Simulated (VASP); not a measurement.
Li: single point with LDA

The system is Li.

```
Li
1.0
    -1.75465    1.75465    1.75465
     1.75465   -1.75465    1.75465
     1.75465    1.75465   -1.75465
Li
1
Direct
  0.00000 0.00000 0.00000
```

```json
{"Program": "VASP 6.6.1", "Task": "single point", "Functional": "LDA", "Potentials or basis": "VASP PAW LDA potentials, release 64 (Li_sv)", "Cutoff": "750 eV", "k mesh": "9 × 9 × 9", "Occupations": "fermi-dirac, width 0.02 eV", "Spin": "no spin polarisation"}
```

The pressure is -1.7 GPa.

Levels at points of the mesh, in eV from the Fermi level:
```csv
k point,band 1,band 2,band 3,band 4,band 5,band 6
"(0.00, 0.00, 0.00)",-45.69,-3.38,13.74,13.74,13.74,18.62
```

Run time: 12 s on 1 thread of Intel(R) Xeon(R) Platinum 8259CL CPU @ 2.50GHz (Skylake/Cascade Lake), with other jobs on the host, peak memory 0.13 GiB.
